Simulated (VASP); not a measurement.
HfO2 (fluorite type), 3 atoms in the cell. The structure is cubic, space group Fm-3m (No. 225). The conventional cell has a = 5.087 Å, b = 5.087 Å, c = 5.087 Å, α = 90.00°, β = 90.00°, γ = 90.00°. Within 2.9 Å of Hf (site symmetry m-3m) lie 8 O at 2.20 Å. O (site symmetry -43m) has 4 Hf at 2.20 Å and 6 O at 2.54 Å within 2.9 Å. 

* Program: VASP 6.6.1
* Task: single point
* Functional: HSE06
* Potentials or basis: VASP PAW PBE potentials, release 64 (Hf_pv, O)
* Cutoff: 520 eV
* k mesh: 4 × 4 × 4
* Occupations: fermi-dirac, width 0.05 eV
* Spin: no spin polarisation
* Dipole correction: no
* Grid for exact exchange (PRECFOCK): Normal
* Further INCAR settings: ALGO = Normal; EDIFF = 1e-06; NBANDS = 18
* Share of exact exchange: 0.25
* Screening parameter: 0.2079 1/Å

Potentials or basis: VASP PAW PBE potentials, release 64 (Hf_pv, O).

Launch:

```sh
$ cat potpaw_PBE.64/Hf_pv/POTCAR potpaw_PBE.64/O/POTCAR > POTCAR
$ cp INCAR.step1 INCAR
$ mpirun -np 1 vasp_std > vasp.out
$ cp INCAR.step2 INCAR
$ mpirun -np 1 vasp_std > vasp.out
```

Hardware: 1 thread of Intel(R) Xeon(R) Platinum 8259CL CPU @ 2.50GHz (Skylake/Cascade Lake), with other jobs on the host.

Problem. Estimate the wall time of this run.

Solution. It took 11 min on 1 thread of Intel(R) Xeon(R) Platinum 8259CL CPU @ 2.50GHz (Skylake/Cascade Lake) (shared host), peak memory 0.27 GiB. Counts: k points 8.
